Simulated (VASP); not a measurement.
# BeTe (F-43m) in VASP: notebook

Runs on BeTe. Level: LDA. Tasks: single point.

Everything below comes from runs of VASP 6.6.1. Logs are shortened: lines on timing, memory, paths and dates and some standing lists are left out, and cuts for length are marked.

## 1. The cell of the first run

Symmetry: F-43m, No. 216, cubic system. Conventional cell: a = 5.618 Å, b = 5.618 Å, c = 5.618 Å, α = 90.00°, β = 90.00°, γ = 90.00°. Be (site symmetry -43m) has 4 Te at 2.43 Å within 3.2 Å. Te (site symmetry -43m) has 4 Be at 2.43 Å within 3.2 Å.

## 2. Single point, LDA

INCAR reads:

```
ALGO     = Normal         # electronic algorithm
EDIFF    = 1E-6           # SCF threshold, eV
ENCUT    = 520            # plane-wave cutoff, eV
GGA      = CA             # functional
ISIF     = 2              # what is computed and relaxed
ISMEAR   = 0              # smearing method
LASPH    = T              # aspherical terms in the spheres
LCHARG   = F              # write CHGCAR
LREAL    = F              # projectors in reciprocal space
LWAVE    = F              # write WAVECAR
NBANDS   = 11             # bands
NELM     = 80             # most SCF steps
PREC     = Accurate       # precision mode
SIGMA    = 0.01           # smearing width, eV
```

KPOINTS reads:

```
k-points
0
Gamma
  8 8 8
```

POSCAR reads:

```
BeTe
1.0
    2.8088821884      2.8088821884      0.0000000000
   -2.8088821884      2.8088821884      0.0000000000
    0.0000000000      2.8088821884      2.8088821884
Be Te
1 1
Direct
    0.0000000000      0.0000000000      0.0000000000
    0.7500000000      0.2500000000      0.5000000000
```

Potentials or basis: VASP PAW LDA potentials, release 64 (Be, Te).

Launch:

```console
> cat potpaw_LDA.64/Be/POTCAR potpaw_LDA.64/Te/POTCAR > POTCAR
> mpirun -np 1 vasp_std > vasp.out
```

OUTCAR:

```text
EDIFF = 1E-6
   ENCUT = 520
   GGA = CA
   ISIF = 2
   ISMEAR = 0
   LASPH = T
   LREAL = F
   NELM = 80
   PREC = Accurate

 ion  position               nearest neighbor table
   1  0.000  0.000  0.000-   2 2.43   2 2.43   2 2.43   2 2.43
   2  0.750  0.250  0.500-   1 2.43   1 2.43   1 2.43   1 2.43

  LATTYP: Found a face centered cubic cell.
 ALAT       =     5.6177643768

  Lattice vectors:

 A1 = (   0.0000000000,   2.8088821884,   2.8088821884)
 A2 = (   2.8088821884,   0.0000000000,   2.8088821884)
 A3 = (   2.8088821884,   2.8088821884,   0.0000000000)

Analysis of symmetry for initial positions (statically):
=====================================================================
 Subroutine PRICEL returns:
 Original cell was already a primitive cell.

 Routine SETGRP: Setting up the symmetry group for a
 face centered cubic supercell.

 Subroutine GETGRP returns: Found 24 space group operations
 (whereof 24 operations were pure point group operations)
 out of a pool of 48 trial point group operations.

The static configuration has the point symmetry T_d .

Analysis of symmetry for dynamics (positions and initial velocities):
=====================================================================
 Subroutine PRICEL returns:
 Original cell was already a primitive cell.

 Routine SETGRP: Setting up the symmetry group for a
 face centered cubic supercell.

 Subroutine GETGRP returns: Found 24 space group operations
 (whereof 24 operations were pure point group operations)
 out of a pool of 48 trial point group operations.

The dynamic configuration has the point symmetry T_d .

 Subroutine INISYM returns: Found 24 space group operations
 (whereof 24 operations are pure point group operations),
 and found     1 'primitive' translations

----------------------------------------------------------------------------------------

                                     Primitive cell

  volume of cell :      44.3231

  direct lattice vectors                    reciprocal lattice vectors
     2.808882188  2.808882188  0.000000000     0.178006754  0.178006754 -0.178006754
    -2.808882188  2.808882188  0.000000000    -0.178006754  0.178006754 -0.178006754
     0.000000000  2.808882188  2.808882188     0.000000000  0.000000000  0.356013507

  length of vectors
     3.972359286  3.972359286  3.972359286     0.308316742  0.308316742  0.356013507

  position of ions in fractional coordinates (direct lattice)
     0.000000000  0.000000000  0.000000000
     0.750000000  0.250000000  0.500000000

  ion indices of the primitive-cell ions
   primitive index   ion index
                 1           1
                 2           2

----------------------------------------------------------------------------------------

 KPOINTS: k-points

Automatic generation of k-mesh.
 Grid dimensions read from file:
 generate k-points for:    8    8    8

 Generating k-lattice:

  Cartesian coordinates                     Fractional coordinates (reciprocal lattice)
     0.022250844  0.022250844 -0.022250844     0.125000000  0.000000000  0.000000000
    -0.022250844  0.022250844 -0.022250844     0.000000000  0.125000000  0.000000000
     0.000000000  0.000000000  0.044501688     0.000000000  0.000000000  0.125000000

  Length of vectors
     0.038539593  0.038539593  0.044501688

  Shift w.r.t. Gamma in fractional coordinates (k-lattice)
     0.000000000  0.000000000  0.000000000

 Subroutine IBZKPT returns following result:
 ===========================================

 Found     29 irreducible k-points:

 Following reciprocal coordinates:
            Coordinates               Weight
  0.000000  0.000000  0.000000      1.000000
  0.125000  0.000000  0.000000      8.000000
  0.250000  0.000000  0.000000      8.000000
  0.375000  0.000000  0.000000      8.000000
  0.500000  0.000000  0.000000      4.000000
  0.125000  0.125000  0.000000     12.000000
[... 16 lines left out ...]
  0.375000  0.250000  0.125000     48.000000
  0.500000  0.250000  0.125000     24.000000
 [... further k-points ...]
   k-points           NKPTS =     29   k-points in BZ     NKDIM =     29   number of bands    NBANDS=     11
   number of dos      NEDOS =    301   number of ions     NIONS =      2
   total plane-waves  NPLWV =  27000
   dimension x,y,z NGX =    30 NGY =   30 NGZ =   30
   dimension x,y,z NGXF=    60 NGYF=   60 NGZF=   60
   ions per type =               1   1
   NGX,Y,Z   is equivalent  to a cutoff of  12.56, 12.56, 12.56 a.u.
   NGXF,Y,Z  is equivalent  to a cutoff of  25.11, 25.11, 25.11 a.u.
 SYSTEM =  unknown system
   PREC   = accura    normal or accurate (medium, high low for compatibility)
   ISTART =      0    job   : 0-new  1-cont  2-samecut
   ICHARG =      2    charge: 1-file 2-atom 10-const
   ISPIN  =      1    spin polarized calculation?
   LNONCOLLINEAR =      F non collinear calculations
   LSORBIT =      F    spin-orbit coupling
   LASPH  =      T    aspherical Exc in radial PAW
   ENCUT  =  520.0 eV  38.22 Ry    6.18 a.u.   7.39  7.39  7.39*2*pi/ulx,y,z
   NELM   =     80;   NELMIN=  2; NELMDL= -5     # of ELM steps
   EDIFF  = 0.1E-05   stopping-criterion for ELM
   LREAL  =      F    real-space projection
   EDIFFG = 0.1E-04   stopping-criterion for IOM
   NSW    =      0    number of steps for IOM
   IBRION =     -1    ionic relax: 0-MD 1-quasi-New 2-CG
   NFREE  =      0    steps in history (QN), initial steepest desc. (CG)
   ISIF   =      2    stress and relaxation
   ISYM   =      2    0-nonsym 1-usesym 2-fastsym
   POTIM  = 0.5000    time-step for ionic-motion
   TEBEG  =    0.0;   TEEND  =   0.0 temperature during run
   PSTRESS=    0.0 pullay stress
   NELECT =       8.0000    total number of electrons
   NUPDOWN=      -1.0000    fix difference up-down
   EMIN   =  10.00;   EMAX   =-10.00  energy-range for DOS
   EFERMI =   0.00;   METHOD = LEGACY
   ISMEAR =     0;   SIGMA  =   0.01  broadening in eV -4-tet -1-fermi 0-gaus
   EFERMI_NEDOS =   21; number of points for ismear=-14 and -15
   IALGO  =     38    algorithm
   IMIX   =      4    mixing-type and parameters
     AMIX     =   0.40;   BMIX     =  1.00
     AMIX_MAG =   1.60;   BMIX_MAG =  1.00
  volume/ion in A,a.u.               =      22.16       149.55
  Fermi-wavevector in a.u.,A,eV,Ry     =   0.925184  1.748344 11.646109  0.855965
  Thomas-Fermi vector in A             =   2.051010
   LORBIT       =      0    0 simple, 1 ext, 2 COOP (PROOUT), +10 PAW based schemes
   GGA     = CA    functional components
   LHFCALC =     F    Hartree Fock is set to
   AEXX    =    0.0000 exact exchange contribution
   IVDW    =     0    specifies the selected vdW correction
   LEPSILON=     F    determine dielectric tensor
   LRPA    =     F    only Hartree local field effects (RPA)
 non-spin polarized calculation
 Gauss-broadening in eV      SIGMA  =   0.01
  energy-cutoff  :      520.00
  volume of cell :       44.32
 maximum number of plane-waves:      1243
 NGX is ok and might be reduce to    30
   NGX = 15   NGY = 15   NGZ = 15

 number of electron       8.0000000 magnetization

 Free energy of the ion-electron system (eV)
  ---------------------------------------------------
  ext. energy  EPLUGINS =         0.00000000
  ---------------------------------------------------
  free energy    TOTEN  =        -8.71928122 eV

  energy without entropy =       -8.71928122  energy(sigma->0) =       -8.71928122

 E-fermi :   5.0690     XC(G=0):  -9.2994

 val. band max:        5.0273311074   @ k =   0.0000   0.0000   0.0000
 cond. band min:       6.8791994855   @ k =   0.5000   0.5000   0.0000
 fundamental gap:      1.8518683781
 Fermi energy:         5.0690405249

 k-point     1 :       0.0000    0.0000    0.0000
  band No.  band energies     occupation
      1      -7.3411      2.00000
      2       5.0273      2.00000
      3       5.0273      2.00000
      4       5.0273      2.00000
      5       8.6059      0.00000
      6       8.6059      0.00000
      7       8.6059      0.00000
      8       8.8061      0.00000
      9      13.2117      0.00000
     10      15.2803      0.00000
     11      15.2803      0.00000

 k-point     2 :       0.1250    0.0000    0.0000
  band No.  band energies     occupation
      1      -7.1928      2.00000
      2       3.6991      2.00000
      3       4.7892      2.00000
      4       4.7892      2.00000
      5       8.5273      0.00000
      6       8.9508      0.00000
      7       8.9508      0.00000
      8      10.1135      0.00000
      9      13.6185      0.00000
     10      14.3080      0.00000
     11      14.3080      0.00000

 k-point     3 :       0.2500    0.0000    0.0000
  band No.  band energies     occupation
      1      -6.7835      2.00000
      2       1.6801      2.00000
      3       4.3465      2.00000
      4       4.3465      2.00000
      5       8.3187      0.00000
      6       9.4799      0.00000
      7       9.4799      0.00000
      8      11.9983      0.00000
      9      13.9355      0.00000
     10      14.0249      0.00000
     11      14.0249      0.00000

 k-point     4 :       0.3750    0.0000    0.0000
  band No.  band energies     occupation
      1      -6.2625      2.00000
      2       0.0863      2.00000
      3       4.0068      2.00000
      4       4.0068      2.00000
      5       8.1558      0.00000
      6       9.6099      0.00000
      7       9.6099      0.00000
      8      12.7205      0.00000
      9      14.6952      0.00000
     10      15.0625      0.00000
     11      15.0625      0.00000

 k-point     5 :       0.5000    0.0000    0.0000
  band No.  band energies     occupation
      1      -5.9904      2.00000
      2      -0.5544      2.00000
      3       3.8849      2.00000
      4       3.8849      2.00000
      5       8.0980      0.00000
      6       9.5779      0.00000
      7       9.5779      0.00000
      8      12.6710      0.00000
      9      15.7962      0.00000
     10      16.4646      0.00000
     11      16.4646      0.00000
[... 211 lines left out ...]
 k-point    21 :       0.5000    0.5000    0.0000
  band No.  band energies     occupation
      1      -5.5003      2.00000
      2      -0.0924      2.00000
      3       2.3539      2.00000
      4       2.3539      2.00000
      5       6.8792      0.00000
      6       7.6656      0.00000
      7      14.6711      0.00000
      8      14.6711      0.00000
      9      16.4337      0.00000
     10      17.9731      0.00000
     11      18.3749      0.00000

 k-point    22 :       0.2500    0.2500    0.1250
  band No.  band energies     occupation
      1      -6.4455      2.00000
      2       1.4353      2.00000
      3       2.7544      2.00000
      4       3.7881      2.00000
      5       8.5615      0.00000
      6       9.8807      0.00000
      7      10.3323      0.00000
      8      11.2790      0.00000
      9      14.0505      0.00000
     10      15.4517      0.00000
     11      16.0933      0.00000

 k-point    23 :       0.3750    0.2500    0.1250
  band No.  band energies     occupation
      1      -5.9832      2.00000
      2       0.3759      2.00000
      3       2.2169      2.00000
      4       3.3253      2.00000
      5       9.0039      0.00000
      6       9.6803      0.00000
      7      10.8948      0.00000
      8      11.9053      0.00000
      9      14.7842      0.00000
     10      15.2767      0.00000
     11      17.1724      0.00000

 k-point    24 :       0.5000    0.2500    0.1250
  band No.  band energies     occupation
      1      -5.7502      2.00000
      2      -0.1217      2.00000
      3       2.1093      2.00000
      4       3.0985      2.00000
      5       9.1551      0.00000
      6       9.3894      0.00000
      7      11.6674      0.00000
      8      12.7198      0.00000
      9      13.4350      0.00000
     10      16.5060      0.00000
     11      16.8320      0.00000

 [... further k-points ...]
[... 5 lines left out ...]
  --------------------------------------------------------------------------------------
  -------------------------------------------------------------------------------------
  Total       -0.4919355     -0.4919355     -0.4919355      0.0000000      0.0000000     -0.0000000
  in kB      -17.7823089    -17.7823089    -17.7823089      0.0000000      0.0000000     -0.0000000
  external PRESSURE =     -17.7823089 kB  Pullay stress =       0.0000000 kB

 VOLUME and BASIS-vectors are now :
 -----------------------------------------------------------------------------
  energy-cutoff  :      520.00
  volume of cell :       44.32
      direct lattice vectors                 reciprocal lattice vectors
     2.808882188  2.808882188  0.000000000     0.178006754  0.178006754 -0.178006754
    -2.808882188  2.808882188  0.000000000    -0.178006754  0.178006754 -0.178006754
     0.000000000  2.808882188  2.808882188     0.000000000  0.000000000  0.356013507

 POSITION                                       TOTAL-FORCE (eV/Angst)
 -----------------------------------------------------------------------------------
      0.00000      0.00000      0.00000        -0.000000      0.000000      0.000000
      1.40444      4.21332      1.40444         0.000000     -0.000000      0.000000
 -----------------------------------------------------------------------------------
    total drift:                               -0.000000      0.000000      0.000000

  FREE ENERGIE OF THE ION-ELECTRON SYSTEM (eV)
  ---------------------------------------------------
  free  energy   TOTEN  =        -8.7192812202 eV

  energy  without entropy=       -8.7192812202  energy(sigma->0) =       -8.71928122
```

It took 9.4 s on 1 thread of Intel Xeon 6975P-C (Granite Rapids), shared host; peak memory 0.15 GiB.

Results:

```yaml
Free_energy: -8.7193 eV
Pressure: -1.8 GPa
Band_gap_on_the_k_mesh: 1.85 eV, indirect (least direct gap 3.58 eV)
```

Levels at points of the mesh, in eV from the valence-band top:
| k point | band 1 | band 2 | band 3 | band 4 | band 5 | band 6 | band 7 | band 8 | band 9 |
| --- | --- | --- | --- | --- | --- | --- | --- | --- | --- |
| (0.00, 0.00, 0.00) | -12.37 | 0.00 | 0.00 | 0.00 | 3.58 | 3.58 | 3.58 | 3.78 | 8.18 |
| (0.50, 0.00, 0.00) | -11.02 | -5.58 | -1.14 | -1.14 | 3.07 | 4.55 | 4.55 | 7.64 | 10.77 |
| (0.50, 0.50, 0.00) | -10.53 | -5.12 | -2.67 | -2.67 | 1.85 | 2.64 | 9.64 | 9.64 | 11.41 |

Caveat: spin-orbit coupling is left out, which moves the levels of the heavy elements.

(Continued in part 2 of 2.)
